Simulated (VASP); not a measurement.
# Zn2InO (P4/mmm) in VASP: a series of runs, part 2 of 2

VASP 6.6.1.

### 3 Single point, PBE, collinear spin, ferromagnetic start

This run uses another cell than the first one, of 18.72 Å³/atom, 1.210 times its volume.

Contents of INCAR:

```
  PREC = Accurate
  ENCUT = 520
  EDIFF = 1E-7
  ISMEAR = 0
  SIGMA = 0.1
  LREAL = False
  LASPH = True
  NELM = 150
  ALGO = Normal
  ISIF = 2
  LWAVE = False
  LCHARG = False
  ISPIN = 2
  MAGMOM = 0 0 0 1
  LORBIT = 11
  GGA = PE
  NBANDS = 34
```

Contents of KPOINTS:

```
Automatic mesh
0
Gamma
  4 4 4
```

Contents of POSCAR:

```
Zn2InO
1.0
    4.0748142380      0.0000000000      0.0000000000
    0.0000000000      4.0748142380      0.0000000000
    0.0000000000      0.0000000000      4.5108943819
Zn In O
2 1 1
Direct
    0.0000000000      0.5000000000      0.5000000000
    0.5000000000      0.0000000000      0.5000000000
    0.0000000000      0.0000000000      0.0000000000
    0.5000000000      0.5000000000      0.5000000000
```

Potentials or basis: VASP PAW PBE potentials, release 64 (Zn, In_d, O).

Launch:

```
$ cat potpaw_PBE.64/Zn/POTCAR potpaw_PBE.64/In_d/POTCAR potpaw_PBE.64/O/POTCAR > POTCAR
$ mpirun -np 1 vasp_std > vasp.out
```

OUTCAR:

```text
PREC = Accurate
   ENCUT = 520
   EDIFF = 1E-7
   ISMEAR = 0
   LREAL = False
   LASPH = True
   NELM = 150
   ISIF = 2
   ISPIN = 2
   LORBIT = 11
   GGA = PE

 ion  position               nearest neighbor table
   1  0.000  0.500  0.500-   4 2.04   4 2.04   2 2.88   2 2.88   2 2.88   2 2.88   3 3.04   3 3.04
                             3 3.04   3 3.04
   2  0.500  0.000  0.500-   4 2.04   4 2.04   1 2.88   1 2.88   1 2.88   1 2.88   3 3.04   3 3.04
                             3 3.04   3 3.04
   3  0.000  0.000  0.000-   1 3.04   2 3.04   1 3.04   2 3.04   1 3.04   1 3.04   2 3.04   2 3.04
[... 1524 lines left out ...]
     4.074814238  0.000000000  0.000000000     0.245409960  0.000000000  0.000000000
     0.000000000  4.074814238  0.000000000     0.000000000  0.245409960  0.000000000
     0.000000000  0.000000000  4.510894382     0.000000000  0.000000000  0.221685527

 POSITION                                       TOTAL-FORCE (eV/Angst)
 -----------------------------------------------------------------------------------
      0.00000      2.03741      2.25545         0.000000      0.000000      0.000000
      2.03741      0.00000      2.25545         0.000000      0.000000      0.000000
      0.00000      0.00000      0.00000         0.000000      0.000000      0.000000
      2.03741      2.03741      2.25545         0.000000      0.000000      0.000000
 -----------------------------------------------------------------------------------
    total drift:                                0.000000      0.000000      0.000000

  FREE ENERGIE OF THE ION-ELECTRON SYSTEM (eV)
  ---------------------------------------------------
  free  energy   TOTEN  =       -10.6198551510 eV

  energy  without entropy=      -10.6061814557  energy(sigma->0) =      -10.61301830

 total charge

# of ion       s       p       d       tot
------------------------------------------
    1        0.526   0.364   9.795  10.684
    2        0.526   0.364   9.795  10.684
    3        1.003   0.513   9.831  11.347
    4        1.599   3.339   0.000   4.939
--------------------------------------------------
tot          3.654   4.579  29.421  37.654

 magnetization (x)

# of ion       s       p       d       tot
------------------------------------------
    1       -0.000  -0.000  -0.000  -0.000
    2       -0.000  -0.000  -0.000  -0.000
    3       -0.000  -0.000   0.000  -0.000
    4       -0.000  -0.000   0.000  -0.000
--------------------------------------------------
tot         -0.000  -0.000  -0.000  -0.000
```

Run time: 58 s. Hardware: 1 thread of Intel Xeon Platinum 8488C (Sapphire Rapids), shared host; peak memory 0.24 GiB.

What came out:

```yaml
Free_energy: -10.6199 eV
Pressure: 0.4 GPa
Net_moment: 0.00 μB per cell
Valence_electrons_inside_the_program's_atomic_spheres: Zn 10.68; In 11.35; O 4.94
```

Stress tensor (GPa, compression positive):
```
 0.90  0.00  0.00
 0.00  0.90  0.00
 0.00  0.00 -0.72
```

Caveat: the k points lie up to 0.39 Å⁻¹ apart; spin-orbit coupling is left out, which moves the levels of the heavy elements.

### 4 Single point, PBE, collinear spin, ferromagnetic start

Contents of INCAR:

```
SYSTEM = Zn2InO
ALGO = Normal
EDIFF = 1E-6
ENCUT = 520
GGA = PE
ISIF = 2
ISMEAR = 0
ISPIN = 2
LASPH = .True.
LCHARG = .False.
LORBIT = 11
LREAL = .False.
LWAVE = .False.
MAGMOM = 0 0 0 1
NBANDS = 34
NELM = 150
PREC = Accurate
SIGMA = 0.1
```

Contents of KPOINTS:

```
k-points
0
Gamma
  4 4 6
  0 0 0
```

Contents of POSCAR:

```
Zn2InO
1.0
    4.3433002200      0.0000000000      0.0000000000
    0.0000000000      4.3433002200      0.0000000000
    0.0000000000      0.0000000000      3.2818150400
Zn In O
2 1 1
Direct
    0.0000000000      0.5000000000      0.5000000000
    0.5000000000      0.0000000000      0.5000000000
    0.0000000000      0.0000000000      0.0000000000
    0.5000000000      0.5000000000      0.5000000000
```

Launch:

```
$ cat potpaw_PBE.64/Zn/POTCAR potpaw_PBE.64/In_d/POTCAR potpaw_PBE.64/O/POTCAR > POTCAR
$ mpirun -np 1 vasp_std > vasp.out
```

It took 37 s on 1 thread of Intel Xeon Platinum 8488C (Sapphire Rapids), shared host; peak memory 0.23 GiB.

It converged, with:

```yaml
Free_energy: -9.9320 eV
Pressure: 6.5 GPa
Net_moment: 0.00 μB per cell
Valence_electrons_inside_the_program's_atomic_spheres: Zn 10.72; In 11.58; O 4.87
```

Stress tensor (GPa, compression positive):
```
 2.88  0.00  0.00
 0.00  2.88  0.00
 0.00  0.00 13.85
```

Levels at points of the mesh, in eV from the Fermi level:
Spin up:
```csv
k point,band 19,band 20,band 21,band 22,band 23,band 24
"(0.00, 0.00, 0.00)",-4.45,-1.59,-0.30,0.61,0.61,4.70
"(0.50, 0.00, 0.00)",-3.62,-1.96,-1.31,-0.18,3.44,5.33
"(0.50, 0.50, 0.00)",-5.68,-1.13,0.40,0.40,3.36,7.63
"(0.00, 0.00, 0.50)",-3.74,-3.74,-1.60,2.16,3.21,3.76
"(0.50, 0.00, 0.50)",-3.43,-3.35,-0.61,-0.18,0.22,4.33
"(0.50, 0.50, 0.50)",-3.60,-2.28,-1.90,-1.43,-1.43,3.05
```
Spin down:
| k point | band 17 | band 18 | band 19 | band 20 | band 21 | band 22 | band 23 | band 24 | band 25 | band 26 |
| --- | --- | --- | --- | --- | --- | --- | --- | --- | --- | --- |
| (0.00, 0.00, 0.00) | -5.88 | -4.45 | -4.45 | -1.59 | -0.30 | 0.61 | 0.61 | 4.70 | 4.73 | 8.19 |
| (0.50, 0.00, 0.00) | -6.78 | -4.17 | -3.62 | -1.96 | -1.31 | -0.18 | 3.44 | 5.33 | 6.57 | 7.87 |
| (0.50, 0.50, 0.00) | -6.70 | -5.68 | -5.68 | -1.13 | 0.40 | 0.40 | 3.36 | 7.63 | 8.56 | 8.56 |
| (0.00, 0.00, 0.50) | -6.00 | -3.99 | -3.74 | -3.74 | -1.60 | 2.16 | 3.21 | 3.76 | 3.76 | 4.91 |
| (0.50, 0.00, 0.50) | -5.56 | -3.84 | -3.43 | -3.35 | -0.61 | -0.18 | 0.22 | 4.33 | 4.38 | 5.56 |
| (0.50, 0.50, 0.50) | -3.87 | -3.87 | -3.60 | -2.28 | -1.90 | -1.43 | -1.43 | 3.05 | 3.05 | 6.08 |

Caveat: the k points lie up to 0.36 Å⁻¹ apart; spin-orbit coupling is left out, which moves the levels of the heavy elements.

### 5 Single point, PBE

This run uses another cell than the first one, of 18.63 Å³/atom, 1.204 times its volume.

Contents of INCAR:

```
SYSTEM = Zn2InO
PREC     = Accurate       ! precision mode
ENCUT    = 520            ! plane-wave cutoff, eV
EDIFF    = 1E-7           ! SCF threshold, eV
ISMEAR   = 0              ! smearing method
SIGMA    = 0.1            ! smearing width, eV
LREAL    = .FALSE.        ! projectors in reciprocal space
LASPH    = .TRUE.         ! aspherical terms in the spheres
NELM     = 80             ! most SCF steps
ALGO     = Normal         ! electronic algorithm
ISIF     = 2              ! what is computed and relaxed
LWAVE    = .FALSE.        ! write WAVECAR
LCHARG   = .FALSE.        ! write CHGCAR
GGA      = PE             ! functional
NBANDS   = 30             ! bands
```

Contents of KPOINTS:

```
Automatic mesh
0
G
  12 12 10
  0 0 0
```

Contents of POSCAR:

```
Zn2InO
1.0
    4.0716360860      0.0000000000      0.0000000000
    0.0000000000      4.0716360860      0.0000000000
    0.0000000000      0.0000000000      4.4955221997
Zn In O
2 1 1
Direct
    0.0000000000      0.5000000000      0.5000000000
    0.5000000000      0.0000000000      0.5000000000
    0.0000000000      0.0000000000      0.0000000000
    0.5000000000      0.5000000000      0.5000000000
```

Potentials or basis: VASP PAW PBE potentials, release 64 (Zn, In_d, O).

Launch:

```
$ cat potpaw_PBE.64/Zn/POTCAR potpaw_PBE.64/In_d/POTCAR potpaw_PBE.64/O/POTCAR > POTCAR
$ mpirun -np 1 vasp_std > vasp.out
```

OUTCAR:

```text
SYSTEM = Zn2InO
   PREC = Accurate
   ENCUT = 520
   EDIFF = 1E-7
   ISMEAR = 0
   LREAL = .FALSE.
   LASPH = .TRUE.
   NELM = 80
   ISIF = 2
   GGA = PE

 ion  position               nearest neighbor table
   1  0.000  0.500  0.500-   4 2.04   4 2.04   2 2.88   2 2.88   2 2.88   2 2.88   3 3.03   3 3.03
                             3 3.03   3 3.03
   2  0.500  0.000  0.500-   4 2.04   4 2.04   1 2.88   1 2.88   1 2.88   1 2.88   3 3.03   3 3.03
                             3 3.03   3 3.03
   3  0.000  0.000  0.000-   1 3.03   2 3.03   1 3.03   2 3.03   1 3.03   1 3.03   2 3.03   2 3.03

   4  0.500  0.500  0.500-   1 2.04   2 2.04   2 2.04   1 2.04

  LATTYP: Found a simple tetragonal cell.
 ALAT       =     4.0716360860
 C/A-ratio  =     1.1041070726

  Lattice vectors:

 A1 = (   4.0716360860,   0.0000000000,   0.0000000000)
 A2 = (   0.0000000000,   4.0716360860,   0.0000000000)
 A3 = (   0.0000000000,   0.0000000000,   4.4955221997)

Analysis of symmetry for initial positions (statically):
=====================================================================
 Subroutine PRICEL returns:
 Original cell was already a primitive cell.

 Routine SETGRP: Setting up the symmetry group for a
 simple tetragonal supercell.

 Subroutine GETGRP returns: Found 16 space group operations
 (whereof 16 operations were pure point group operations)
 out of a pool of 16 trial point group operations.

The static configuration has the point symmetry D_4h.

Analysis of symmetry for dynamics (positions and initial velocities):
=====================================================================
 Subroutine PRICEL returns:
 Original cell was already a primitive cell.

 Routine SETGRP: Setting up the symmetry group for a
 simple tetragonal supercell.

 Subroutine GETGRP returns: Found 16 space group operations
 (whereof 16 operations were pure point group operations)
 out of a pool of 16 trial point group operations.

The dynamic configuration has the point symmetry D_4h.

 Subroutine INISYM returns: Found 16 space group operations
[... 115 lines left out ...]
   EFERMI =   0.00;   METHOD = LEGACY
   ISMEAR =     0;   SIGMA  =   0.10  broadening in eV -4-tet -1-fermi 0-gaus
   EFERMI_NEDOS =   21; number of points for ismear=-14 and -15
   IALGO  =     38    algorithm
   IMIX   =      4    mixing-type and parameters
     AMIX     =   0.40;   BMIX     =  1.00
     AMIX_MAG =   1.60;   BMIX_MAG =  1.00
  volume/ion in A,a.u.               =      18.63       125.73
  Fermi-wavevector in a.u.,A,eV,Ry     =   1.362882  2.575474 25.272110  1.857448
  Thomas-Fermi vector in A             =   2.489333
   LORBIT       =      0    0 simple, 1 ext, 2 COOP (PROOUT), +10 PAW based schemes
   GGA     = PE    functional components
   LHFCALC =     F    Hartree Fock is set to
   AEXX    =    0.0000 exact exchange contribution
   IVDW    =     0    specifies the selected vdW correction
   LEPSILON=     F    determine dielectric tensor
   LRPA    =     F    only Hartree local field effects (RPA)
 non-spin polarized calculation
 Gauss-broadening in eV      SIGMA  =   0.10
  energy-cutoff  :      520.00
  volume of cell :       74.53
 maximum number of plane-waves:      2035
   NGX = 15   NGY = 15   NGZ = 17

 number of electron      42.9999995 magnetization

 Free energy of the ion-electron system (eV)
  ---------------------------------------------------
  ext. energy  EPLUGINS =         0.00000000
  ---------------------------------------------------
  free energy    TOTEN  =       -10.63306531 eV

  energy without entropy =      -10.62661321  energy(sigma->0) =      -10.62983926

 E-fermi :   3.7559     XC(G=0): -10.0963

 val. band max:        3.7499441586   @ k =   0.2500   0.0000   0.2000
 cond. band min:       3.7623175953   @ k =   0.5000   0.4167   0.0000
 fundamental gap:      0.0123734367
 Fermi energy:         3.7558991942

 k-point     1 :       0.0000    0.0000    0.0000
  band No.  band energies     occupation
      1     -15.3505      2.00000
      2     -10.8582      2.00000
      3     -10.8153      2.00000
      4     -10.8067      2.00000
      5     -10.8067      2.00000
      6     -10.7683      2.00000
[... 781 lines left out ...]
     29      10.3254      0.00000
     30      13.8524      0.00000

 [... further k-points ...]
[... 5 lines left out ...]
  --------------------------------------------------------------------------------------
  -------------------------------------------------------------------------------------
  Total        0.1984726      0.1984726     -0.0079027      0.0000000      0.0000000     -0.0000000
  in kB        4.2667102      4.2667102     -0.1698898      0.0000000      0.0000000     -0.0000000
  external PRESSURE =       2.7878436 kB  Pullay stress =       0.0000000 kB

 VOLUME and BASIS-vectors are now :
 -----------------------------------------------------------------------------
  energy-cutoff  :      520.00
  volume of cell :       74.53
      direct lattice vectors                 reciprocal lattice vectors
     4.071636086  0.000000000  0.000000000     0.245601517  0.000000000  0.000000000
     0.000000000  4.071636086  0.000000000     0.000000000  0.245601517  0.000000000
     0.000000000  0.000000000  4.495522200     0.000000000  0.000000000  0.222443568

 POSITION                                       TOTAL-FORCE (eV/Angst)
 -----------------------------------------------------------------------------------
      0.00000      2.03582      2.24776         0.000000      0.000000      0.000000
      2.03582      0.00000      2.24776         0.000000      0.000000      0.000000
      0.00000      0.00000      0.00000         0.000000      0.000000      0.000000
      2.03582      2.03582      2.24776         0.000000      0.000000      0.000000
 -----------------------------------------------------------------------------------
    total drift:                                0.000000      0.000000      0.000000

  FREE ENERGIE OF THE ION-ELECTRON SYSTEM (eV)
  ---------------------------------------------------
  free  energy   TOTEN  =       -10.6330653112 eV

  energy  without entropy=      -10.6266132053  energy(sigma->0) =      -10.62983926
```

OSZICAR:

```text
N       E                     dE             d eps       ncg     rms          rms(c)
DAV:   1     0.356535640479E+03    0.35654E+03   -0.20412E+04 10104   0.197E+03
DAV:   2     0.297393267537E+02   -0.32680E+03   -0.31218E+03 10294   0.430E+02
DAV:   3    -0.112469085839E+02   -0.40986E+02   -0.40183E+02 11568   0.152E+02
DAV:   4    -0.128184868332E+02   -0.15716E+01   -0.15670E+01 11422   0.298E+01
DAV:   5    -0.128656419872E+02   -0.47155E-01   -0.47149E-01 13698   0.523E+00    0.108E+01
DAV:   6    -0.107865367826E+02    0.20791E+01   -0.10038E+01 17144   0.442E+01    0.711E+00
DAV:   7    -0.106633636503E+02    0.12317E+00   -0.29530E+00 11388   0.105E+01    0.409E+00
DAV:   8    -0.106401799647E+02    0.23184E-01   -0.38683E-01 11306   0.391E+00    0.977E-01
DAV:   9    -0.106326809463E+02    0.74990E-02   -0.44096E-02 14548   0.184E+00    0.202E-01
DAV:  10    -0.106330038686E+02   -0.32292E-03   -0.69998E-03 11120   0.538E-01    0.111E-01
DAV:  11    -0.106330749061E+02   -0.71038E-04   -0.43893E-04 12508   0.130E-01    0.257E-02
DAV:  12    -0.106330639662E+02    0.10940E-04   -0.11399E-04 13520   0.816E-02    0.145E-02
DAV:  13    -0.106330642969E+02   -0.33068E-06   -0.90123E-06 11034   0.183E-02    0.934E-03
DAV:  14    -0.106330654871E+02   -0.11903E-05   -0.63291E-06 11978   0.136E-02    0.440E-03
DAV:  15    -0.106330653003E+02    0.18678E-06   -0.10452E-06 11272   0.731E-03    0.116E-03
DAV:  16    -0.106330653112E+02   -0.10845E-07   -0.12646E-07  8124   0.232E-03
   1 F= -.10633065E+02 E0= -.10629839E+02  d E =-.645211E-02
```

Wall time 3.5 min (1 thread of Intel Xeon Platinum 8488C (Sapphire Rapids), shared host); peak memory 0.44 GiB.

Results:

```
Free energy : -10.6331 eV
Pressure    : 0.3 GPa
```

Caveat: spin-orbit coupling is left out, which moves the levels of the heavy elements; an odd number of electrons without spin polarisation forces a metal; a magnetic or distorted state may lie lower.

### 6 Summary

```csv
task,spin,cell,k mesh,cutoff (eV),gap on the mesh (eV),pressure (GPa),moment (μB)
relaxation of cell and atoms,off,"relaxed from a = 4.343, b = 4.343, c = 3.282 Å, 4 atoms",4 × 4 × 6,600,none,-0.1,-
single point,"collinear, ferromagnetic start","a = 4.075, b = 4.075, c = 4.511 Å, 4 atoms",4 × 4 × 4,520,none,0.4,0.00
single point,"collinear, ferromagnetic start","a = 4.343, b = 4.343, c = 3.282 Å, 4 atoms",4 × 4 × 6,520,none,6.5,0.00
single point,off,"a = 4.072, b = 4.072, c = 4.496 Å, 4 atoms",12 × 12 × 10,520,none,0.3,-
```

Alike in all rows: level PBE; potentials or basis VASP PAW PBE potentials, release 64 (Zn, In_d, O); smearing gaussian 0.1 eV.

Caveats: some runs use coarse meshes; spin-orbit coupling is left out, which moves the levels of the heavy elements; an odd number of electrons without spin polarisation forces a metal (some runs); a magnetic or distorted state may lie lower (some runs); the volume moved by over 15 % at a fixed basis, so the end points are rough (some runs).

Absolute energies hang on the potentials; compare differences alone.
